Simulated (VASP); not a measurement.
# Ga (P6_3/mmc) in VASP: notebook

Ga is run at these levels: PBEsol; tasks: single point, relaxation of cell and atoms.

All numbers are computed with VASP 6.6.1; they aren't measurements. Logs are shortened: lines on timing, memory, paths and dates and some standing lists are left out, and cuts for length are marked.

### 1 The cell of the first run

Symmetry: P6_3/mmc, No. 194, hexagonal system. The conventional cell has a = 3.009 Å, b = 3.009 Å, c = 9.779 Å, α = 90.00°, β = 90.00°, γ = 120.00°. Within 3.9 Å of Ga (site symmetry -3m) lie 12 Ga at 3.00 to 3.01 Å. Ga (site symmetry -6m2) has 12 Ga at 3.00 to 3.01 Å within 3.9 Å.

This isn't the form of Ga at room conditions, which is orthorhombic.

### 2 Single point, PBEsol (19.17 Å³/atom)

The input, INCAR:

```
ALGO = Normal
EDIFF = 1E-6
ENCUT = 520
GGA = PS
ISIF = 2
ISMEAR = -1
LASPH = True
LCHARG = True
LELF = True
LREAL = False
LVHAR = True
LWAVE = False
NBANDS = 34
NELM = 60
PREC = Accurate
SIGMA = 0.1
```

The input, KPOINTS:

```
k-points
0
Gamma
  14 14 4
```

The input, POSCAR:

```
Ga
1.0
    3.0092008634      0.0000000000      0.0000000000
   -1.5046004317      2.6060443928      0.0000000000
    0.0000000000      0.0000000000      9.7787038763
Ga
4
Direct
    0.0000000000      0.0000000000      1.0000000000
    1.0000000000      1.0000000000      0.5000000000
    0.3333333333      0.6666666667      0.2500000000
    0.6666666667      0.3333333333      0.7500000000
```

Potentials or basis: VASP PAW PBE potentials, release 64 (Ga_d).

Launch:

```
> cat potpaw_PBE.64/Ga_d/POTCAR > POTCAR
> mpirun -np 1 vasp_std > vasp.out
```

OUTCAR:

```text
EDIFF = 1E-6
   ENCUT = 520
   GGA = PS
   ISIF = 2
   ISMEAR = -1
   LASPH = True
   LREAL = False
   NELM = 60
   PREC = Accurate

 ion  position               nearest neighbor table
   1  0.000  0.000  0.000-
   2  0.000  0.000  0.500-
   3  0.333  0.667  0.250-
   4  0.667  0.333  0.750-

  LATTYP: Found a hexagonal cell.
 ALAT       =     3.0092008634
 C/A-ratio  =     3.2496015787

  Lattice vectors:

 A1 = (   3.0092008634,   0.0000000000,   0.0000000000)
 A2 = (  -1.5046004317,   2.6060443928,   0.0000000000)
 A3 = (   0.0000000000,   0.0000000000,   9.7787038763)

Analysis of symmetry for initial positions (statically):
=====================================================================
 Subroutine PRICEL returns:
 Original cell was already a primitive cell.

 Routine SETGRP: Setting up the symmetry group for a
 hexagonal supercell.

 Subroutine GETGRP returns: Found 24 space group operations
 (whereof 12 operations were pure point group operations)
 out of a pool of 24 trial point group operations.

The static configuration has the point symmetry D_3d.
 The point group associated with its full space group is D_6h.

Analysis of symmetry for dynamics (positions and initial velocities):
=====================================================================
 Subroutine PRICEL returns:
 Original cell was already a primitive cell.

 Routine SETGRP: Setting up the symmetry group for a
 hexagonal supercell.

 Subroutine GETGRP returns: Found 24 space group operations
 (whereof 12 operations were pure point group operations)
 out of a pool of 24 trial point group operations.

The dynamic configuration has the point symmetry D_3d.
 The point group associated with its full space group is D_6h.

 Subroutine INISYM returns: Found 24 space group operations
 (whereof 12 operations are pure point group operations),
 and found     1 'primitive' translations

----------------------------------------------------------------------------------------

                                     Primitive cell

  volume of cell :      76.6857

  direct lattice vectors                    reciprocal lattice vectors
     3.009200863  0.000000000  0.000000000     0.332314141  0.191861659  0.000000000
    -1.504600432  2.606044393  0.000000000     0.000000000  0.383723318  0.000000000
     0.000000000  0.000000000  9.778703876     0.000000000  0.000000000  0.102263041

  length of vectors
     3.009200863  3.009200863  9.778703876     0.383723318  0.383723318  0.102263041

  position of ions in fractional coordinates (direct lattice)
     0.000000000  0.000000000  0.000000000
     0.000000000  0.000000000  0.500000000
     0.333333333  0.666666667  0.250000000
     0.666666667  0.333333333  0.750000000

  ion indices of the primitive-cell ions
   primitive index   ion index
                 1           1
                 2           2
                 3           3
                 4           4

----------------------------------------------------------------------------------------

 KPOINTS: k-points

Automatic generation of k-mesh.
 Grid dimensions read from file:
 generate k-points for:   14   14    4

 Generating k-lattice:

  Cartesian coordinates                     Fractional coordinates (reciprocal lattice)
     0.023736724  0.013704404  0.000000000     0.071428571 -0.000000000  0.000000000
     0.000000000  0.027408808  0.000000000     0.000000000  0.071428571  0.000000000
     0.000000000  0.000000000  0.025565760     0.000000000  0.000000000  0.250000000

  Length of vectors
     0.027408808  0.027408808  0.025565760

  Shift w.r.t. Gamma in fractional coordinates (k-lattice)
     0.000000000  0.000000000  0.000000000

 Subroutine IBZKPT returns following result:
 ===========================================

 Found     72 irreducible k-points:

 Following reciprocal coordinates:
            Coordinates               Weight
  0.000000  0.000000  0.000000      1.000000
  0.071429  0.000000  0.000000      6.000000
  0.142857  0.000000  0.000000      6.000000
  0.214286  0.000000  0.000000      6.000000
  0.285714  0.000000  0.000000      6.000000
  0.357143 -0.000000  0.000000      6.000000
[... 16 lines left out ...]
  0.285714  0.285714  0.000000      6.000000
  0.357143  0.285714  0.000000      6.000000
 [... further k-points ...]
   k-points           NKPTS =     72   k-points in BZ     NKDIM =     72   number of bands    NBANDS=     34
   number of dos      NEDOS =    301   number of ions     NIONS =      4
   total plane-waves  NPLWV =  46080
   dimension x,y,z NGX =    24 NGY =   24 NGZ =   80
   dimension x,y,z NGXF=    48 NGYF=   48 NGZF=  160
   ions per type =               4
   NGX,Y,Z   is equivalent  to a cutoff of  13.26, 13.26, 13.60 a.u.
   NGXF,Y,Z  is equivalent  to a cutoff of  26.52, 26.52, 27.20 a.u.
 SYSTEM =  unknown system
   PREC   = accura    normal or accurate (medium, high low for compatibility)
[... 36 lines left out ...]
   IVDW    =     0    specifies the selected vdW correction
   LEPSILON=     F    determine dielectric tensor
   LRPA    =     F    only Hartree local field effects (RPA)
 non-spin polarized calculation
  energy-cutoff  :      520.00
  volume of cell :       76.69
 maximum number of plane-waves:      2091
 NGX is ok and might be reduce to    24
   NGX = 11   NGY = 11   NGZ = 37

 number of electron      51.9999993 magnetization

 Free energy of the ion-electron system (eV)
  ---------------------------------------------------
  ext. energy  EPLUGINS =         0.00000000
  ---------------------------------------------------
  free energy    TOTEN  =       -13.26788792 eV

  energy without entropy =      -13.21271637  energy(sigma->0) =      -13.24030214

 E-fermi :   5.2632     XC(G=0): -11.0722

 val. band max:        5.2447703513   @ k =   0.2857   0.2143   0.2500
 cond. band min:       5.3051857712   @ k =   0.2857   0.0714   0.5000
 fundamental gap:      0.0604154199
 Fermi energy:         5.2631545163

 k-point     1 :       0.0000    0.0000    0.0000
  band No.  band energies     occupation
      1      -9.6353      2.00000
      2      -9.5929      2.00000
      3      -9.5856      2.00000
      4      -9.5647      2.00000
      5      -9.5647      2.00000
      6      -9.5609      2.00000
[... 26 lines left out ...]
     33      15.8839      0.00000
     34      16.9767      0.00000

 k-point     2 :       0.0714    0.0000    0.0000
  band No.  band energies     occupation
      1      -9.6283      2.00000
      2      -9.5891      2.00000
      3      -9.5872      2.00000
      4      -9.5669      2.00000
      5      -9.5610      2.00000
      6      -9.5591      2.00000
[... 26 lines left out ...]
     33      15.4304      0.00000
     34      16.3129      0.00000

 k-point     3 :       0.1429    0.0000    0.0000
  band No.  band energies     occupation
      1      -9.6205      2.00000
      2      -9.5942      2.00000
      3      -9.5905      2.00000
      4      -9.5654      2.00000
      5      -9.5634      2.00000
      6      -9.5545      2.00000
[... 26 lines left out ...]
     33      14.5185      0.00000
     34      15.0013      0.00000

 k-point     4 :       0.2143    0.0000    0.0000
  band No.  band energies     occupation
      1      -9.6377      2.00000
      2      -9.6055      2.00000
      3      -9.6051      2.00000
      4      -9.5698      2.00000
      5      -9.5660      2.00000
      6      -9.5363      2.00000
[... 26 lines left out ...]
     33      13.5930      0.00000
     34      13.6022      0.00000

 k-point     5 :       0.2857    0.0000    0.0000
  band No.  band energies     occupation
      1      -9.6644      2.00000
      2      -9.6239      2.00000
      3      -9.6225      2.00000
      4      -9.5989      2.00000
      5      -9.5840      2.00000
      6      -9.5446      2.00000
[... 621 lines left out ...]
 k-point    22 :       0.3571    0.2143    0.0000
  band No.  band energies     occupation
      1      -9.6467      2.00000
      2      -9.6369      2.00000
      3      -9.6038      2.00000
      4      -9.5985      2.00000
      5      -9.5809      2.00000
      6      -9.5636      2.00000
[... 26 lines left out ...]
     33       9.2004      0.00000
     34      10.5715      0.00000

 k-point    23 :       0.2857    0.2857    0.0000
  band No.  band energies     occupation
      1      -9.6303      2.00000
      2      -9.6180      2.00000
      3      -9.6180      2.00000
      4      -9.5853      2.00000
      5      -9.5679      2.00000
      6      -9.5581      2.00000
[... 26 lines left out ...]
     33       9.0316      0.00000
     34      10.1639      0.00000

 k-point    24 :       0.3571    0.2857    0.0000
  band No.  band energies     occupation
      1      -9.6296      2.00000
      2      -9.6143      2.00000
      3      -9.6071      2.00000
      4      -9.6007      2.00000
      5      -9.5736      2.00000
      6      -9.5588      2.00000
[... 26 lines left out ...]
     33       8.8229      0.00000
     34       9.2954      0.00000

 [... further k-points ...]
[... 5 lines left out ...]
  --------------------------------------------------------------------------------------
  -------------------------------------------------------------------------------------
  Total       -1.9386895     -1.9386895     -1.4709931      0.0000000      0.0000000      0.0000000
  in kB      -40.5046206    -40.5046206    -30.7331410      0.0000000      0.0000000      0.0000000
  external PRESSURE =     -37.2474607 kB  Pullay stress =       0.0000000 kB

 VOLUME and BASIS-vectors are now :
 -----------------------------------------------------------------------------
  energy-cutoff  :      520.00
  volume of cell :       76.69
      direct lattice vectors                 reciprocal lattice vectors
     3.009200863  0.000000000  0.000000000     0.332314141  0.191861659  0.000000000
    -1.504600432  2.606044393  0.000000000     0.000000000  0.383723318  0.000000000
     0.000000000  0.000000000  9.778703876     0.000000000  0.000000000  0.102263041

 POSITION                                       TOTAL-FORCE (eV/Angst)
 -----------------------------------------------------------------------------------
      0.00000      0.00000      0.00000         0.000000      0.000000      0.000000
      0.00000      0.00000      4.88935         0.000000      0.000000      0.000000
     -0.00000      1.73736      2.44468        -0.000000     -0.000000      0.000000
      1.50460      0.86868      7.33403         0.000000      0.000000     -0.000000
 -----------------------------------------------------------------------------------
    total drift:                               -0.000000      0.000000     -0.000000

  FREE ENERGIE OF THE ION-ELECTRON SYSTEM (eV)
  ---------------------------------------------------
  free  energy   TOTEN  =       -13.2678879199 eV

  energy  without entropy=      -13.2127163677  energy(sigma->0) =      -13.24030214
```

Wall time 4.1 min (1 thread of Intel Xeon 8259CL, shared host); peak memory 0.28 GiB.

What came out:

```yaml
Free_energy: -13.2679 eV
Pressure: -3.7 GPa
Band_gap_on_the_k_mesh: zero (bands 26 and 27 overlap by 5.61 eV)
```

Caveat: the cell stands under tension; the PAW data sets were made with another functional, which shifts forces and pressure a little.

### 3 Single point, PBEsol (19.88 Å³/atom)

This run uses another cell than the first one, of 19.88 Å³/atom.

The input, INCAR:

```
SYSTEM = Ga
PREC     = Accurate       ! precision mode
ENCUT    = 520            ! plane-wave cutoff, eV
EDIFF    = 1E-6           ! SCF threshold, eV
ISMEAR   = -1             ! smearing method
SIGMA    = 0.1            ! smearing width, eV
LREAL    = .False.        ! projectors in reciprocal space
LASPH    = .True.         ! aspherical terms in the spheres
NELM     = 80             ! most SCF steps
ALGO     = Normal         ! electronic algorithm
ISIF     = 2              ! what is computed and relaxed
LWAVE    = .False.        ! write WAVECAR
LCHARG   = .False.        ! write CHGCAR
GGA      = PS             ! functional
NBANDS   = 34             ! bands
```

The input, KPOINTS:

```
regular mesh
0
Gamma
  14 14 4
  0 0 0
```

The input, POSCAR:

```
Ga
1.0
    3.0459020520      0.0000000000      0.0000000000
   -1.5229510260      2.6378285545      0.0000000000
    0.0000000000      0.0000000000      9.8979681167
Ga
4
Direct
    0.0000000000      0.0000000000      1.0000000000
    1.0000000000      1.0000000000      0.5000000000
    0.3333333333      0.6666666667      0.2500000000
    0.6666666667      0.3333333333      0.7500000000
```

Potentials or basis: VASP PAW PBE potentials, release 64 (Ga_d).

Launch:

```
> cat potpaw_PBE.64/Ga_d/POTCAR > POTCAR
> mpirun -np 1 vasp_std > vasp.out
```

Wall time 3.3 min (1 thread of Intel Xeon 8259CL, shared host); peak memory 0.29 GiB.

The run converged. Its results:

```
Free energy            : -13.1903 eV
Pressure               : -5.1 GPa
Band gap on the k mesh : zero (bands 26 and 27 overlap by 5.45 eV)
```

Stress tensor (GPa, compression positive):
```
-5.34  0.00  0.00
 0.00 -5.34  0.00
 0.00  0.00 -4.52
```

Levels at points of the mesh, in eV from the Fermi level:
```tsv
k point	band 22	band 23	band 24	band 25	band 26	band 27	band 28	band 29	band 30	band 31
(0.00, 0.00, 0.00)	-9.10	-9.09	-4.86	-3.71	3.53	3.54	9.25	9.25	10.06	10.06
(0.50, 0.00, 0.00)	-5.03	-4.01	-3.45	-3.36	-3.07	0.36	0.54	1.54	2.47	4.71
(0.00, 0.00, 0.50)	-10.27	-7.12	-7.12	-0.69	-0.69	8.29	8.29	9.50	9.50	9.50
(0.50, 0.00, 0.50)	-5.10	-4.38	-4.38	-1.77	-1.77	-1.34	-1.34	4.01	4.01	5.12
```

Caveat: the cell stands under tension; the PAW data sets were made with another functional, which shifts forces and pressure a little.

### 4 Single point, PBEsol

This run uses another cell than the first one, of 17.75 Å³/atom.

The input, INCAR:

```
SYSTEM = Ga
ALGO     = Normal         ! electronic algorithm
EDIFF    = 1E-6           ! SCF threshold, eV
ENCUT    = 520            ! plane-wave cutoff, eV
GGA      = PS             ! functional
ISIF     = 2              ! what is computed and relaxed
ISMEAR   = -1             ! smearing method
LASPH    = .TRUE.         ! aspherical terms in the spheres
LCHARG   = .TRUE.         ! write CHGCAR
LELF     = .TRUE.         ! ELF
LREAL    = .FALSE.        ! projectors in reciprocal space
LVHAR    = .TRUE.       
LWAVE    = .FALSE.        ! write WAVECAR
NBANDS   = 34             ! bands
NELM     = 100            ! most SCF steps
PREC     = Accurate       ! precision mode
SIGMA    = 0.1            ! smearing width, eV
```

The input, KPOINTS:

```
k-points
0
G
  16 16 5
  0 0 0
```

The input, POSCAR:

```
Ga
1.0
    2.9329855675      0.0000000000      0.0000000000
   -1.4664927838      2.5400400104      0.0000000000
    0.0000000000      0.0000000000      9.5310345304
Ga
4
Direct
    0.0000000000      0.0000000000      1.0000000000
    1.0000000000      1.0000000000      0.5000000000
    0.3333333333      0.6666666667      0.2500000000
    0.6666666667      0.3333333333      0.7500000000
```

Launch:

```
> cat potpaw_PBE.64/Ga_d/POTCAR > POTCAR
> mpirun -np 1 vasp_std > vasp.out
```

Wall time 4 min (1 thread of Intel Xeon 8259CL, shared host); peak memory 0.29 GiB.

It converged, with:

* Free energy: -13.3482 eV
* Pressure: -0.1 GPa
* Band gap on the k mesh: zero (bands 26 and 27 overlap by 5.89 eV)

Levels at points of the mesh, in eV from the Fermi level:
| k point | band 22 | band 23 | band 24 | band 25 | band 26 | band 27 | band 28 | band 29 | band 30 | band 31 |
| --- | --- | --- | --- | --- | --- | --- | --- | --- | --- | --- |
| (0.00, 0.00, 0.00) | -9.86 | -9.84 | -4.97 | -4.29 | 3.83 | 3.84 | 10.15 | 10.15 | 11.03 | 11.03 |
| (0.50, 0.00, 0.00) | -5.39 | -4.05 | -3.85 | -3.58 | -3.56 | 0.65 | 0.66 | 1.49 | 2.51 | 5.02 |

Caveat: the PAW data sets were made with another functional, which shifts forces and pressure a little.

### 5 Relaxation of cell and atoms, PBEsol

This run uses another cell than the first one, of 19.59 Å³/atom.

The input, INCAR:

```
  PREC = Accurate
  ENCUT = 600
  EDIFF = 1E-6
  ISMEAR = -1
  SIGMA = 0.1
  LREAL = F
  LASPH = T
  NELM = 80
  ALGO = Normal
  ISIF = 3
  LWAVE = F
  LCHARG = F
  GGA = PS
  IBRION = 2
  NSW = 80
  EDIFFG = -0.01
```

The input, KPOINTS:

```
Automatic mesh
0
Gamma
  12 12 4
```

The input, POSCAR:

```
Ga
1.0
    3.0261186087      0.0000000000      0.0000000000
   -1.5130593044      2.6206955900      0.0000000000
    0.0000000000      0.0000000000      9.8833033761
Ga
4
Direct
    0.0000000000      0.0000000000      0.0000000000
    0.0000000000      0.0000000000      0.5000000000
    0.3333333333      0.6666666667      0.2500000000
    0.6666666667      0.3333333333      0.7500000000
```

Launch:

```
> cat potpaw_PBE.64/Ga_d/POTCAR > POTCAR
> mpirun -np 1 vasp_std > vasp.out
```

It took 11 min on 1 thread of Intel Xeon 8259CL, shared host; peak memory 0.29 GiB.

The run converged. Its results:

```
Free energy                           : -13.3472 eV
Relaxed volume                        : 17.76 Å³/atom
Relaxed cell                          : a = 2.928 Å, b = 2.928 Å, c = 9.563 Å, α = 90.00°, β = 90.00°, γ = 120.00°
Space group after relaxing (to 0.1 Å) : P6_3/mmc (No. 194)
Energy gained by relaxing             : 29.3 meV/atom
Ionic steps                           : 5
Pressure after relaxing               : 0.0 GPa
Band gap on the k mesh                : zero (bands 26 and 27 overlap by 5.72 eV)
```

Stress tensor (GPa, compression positive):
```
 0.09  0.00  0.00
 0.00  0.09  0.00
 0.00  0.00 -0.06
```

Step by step:
| step | energy change (eV) | largest force (eV/Å) | pressure (GPa) | volume (Å³) |
| --- | --- | --- | --- | --- |
| 1 | 0.0000 | 0.0000 | -4.77 | 78.38 |
| 2 | -0.1151 | 0.0000 | -0.58 | 71.94 |
| 3 | -0.1169 | 0.0000 | -0.22 | 71.29 |
| 4 | -0.1141 | 0.0000 | 0.87 | 70.01 |
| 5 | -0.1171 | 0.0000 | 0.04 | 71.03 |

Final structure:
```xyz
4
Lattice="2.9285 0.0000 0.0000 -1.4642 2.5362 0.0000 0.0000 0.0000 9.5635" Properties=species:S:1:pos:R:3 pbc="T T T"
Ga    0.0000    0.0000    0.0000
Ga    0.0000    0.0000    4.7817
Ga    0.0000    1.6908    2.3909
Ga    1.4642    0.8454    7.1726
```

Levels at points of the mesh, in eV from the Fermi level:
| k point | band 24 | band 25 | band 26 | band 27 | band 28 | band 29 |
| --- | --- | --- | --- | --- | --- | --- |
| (0.00, 0.00, 0.00) | -5.00 | -4.27 | 3.78 | 3.79 | 10.27 | 10.27 |
| (0.50, 0.00, 0.00) | -3.80 | -3.54 | -3.51 | 0.65 | 0.65 | 1.53 |
| (0.00, 0.00, 0.50) | -7.66 | -0.78 | -0.78 | 8.96 | 8.96 | 10.55 |
| (0.50, 0.00, 0.50) | -4.74 | -1.89 | -1.89 | -1.38 | -1.38 | 4.35 |

Caveat: the PAW data sets were made with another functional, which shifts forces and pressure a little.

### 6 Overview

```tsv
task	cell	k mesh	cutoff (eV)	gap on the mesh (eV)	pressure (GPa)
single point	a = 3.009, b = 3.009, c = 9.779 Å, angles 90.0, 90.0, 120.0°, 4 atoms	14 × 14 × 4	520	none	-3.7
single point	a = 3.046, b = 3.046, c = 9.898 Å, angles 90.0, 90.0, 120.0°, 4 atoms	14 × 14 × 4	520	none	-5.1
single point	a = 2.933, b = 2.933, c = 9.531 Å, angles 90.0, 90.0, 120.0°, 4 atoms	16 × 16 × 5	520	none	-0.1
relaxation of cell and atoms	relaxed from a = 3.026, b = 3.026, c = 9.883 Å, angles 90.0, 90.0, 120.0°, 4 atoms	12 × 12 × 4	600	none	0.0
```

Alike in all rows: level PBEsol; potentials or basis VASP PAW PBE potentials, release 64 (Ga_d); no spin polarisation; smearing fermi-dirac 0.1 eV.

Caveats: the PAW data sets were made with another functional, which shifts forces and pressure a little; the cell stands under tension (at least some runs).

Total energies depend on the potentials used, so only differences within one code and one set of settings carry meaning.

The gap in the log of VASP goes by the Fermi energy; the results here count the filled bands.